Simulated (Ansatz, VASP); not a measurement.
# MnCoSnH: VASP beside Ansatz

```
Mn H Sn Co
1.0
     3.78123    0.00000    0.00000
     0.00000    3.78123    0.00000
     0.00000    0.00000    7.23955
Mn H Sn Co
2 2 2 2
Direct
  0.25000 0.25000 0.67090
  0.75000 0.75000 0.32910
  0.25000 0.75000 0.50000
  0.75000 0.25000 0.50000
  0.25000 0.25000 0.16430
  0.75000 0.75000 0.83570
  0.75000 0.25000 0.00000
  0.25000 0.75000 0.00000
```

Alike in both runs: task single point; functional PBE; k mesh 5 × 5 × 3; occupations fermi-dirac, width 0.0171 eV; no spin polarisation.

```csv
,VASP,Ansatz
version,VASP 6.6.1,Ansatz 0.2.0
potentials or method,"VASP PAW PBE potentials, release 64 (Mn_pv, H, Sn_d, Co), cutoff 520 eV",PAW plane waves
valence electrons in the cell,74,94
```

Ansatz gave:

| Item | Value |
| --- | --- |
| gap on the k mesh at the Fermi level (eV) | none |
| pressure (GPa) | 13.9 |
| traceless stress, the component that is largest in VASP (GPa) | -5.61 |
| rms of the force components (eV/Å) | 2.279 |

**Question.** What did VASP give for the same quantities?

**Answer.** gap on the k mesh at the Fermi level (eV): none; pressure (GPa): 13.9; traceless stress, the component that is largest in VASP (GPa): -5.62; rms of the force components (eV/Å): 2.282.

Atom by atom the forces differ by 0.002 eV/Å (rms over components). A gap of «none» marks a metal or a gap that the smearing closes. VASP's potentials hold 74 valence electrons a cell and Ansatz's 94, so a difference there can come from the potentials and not from the codes.
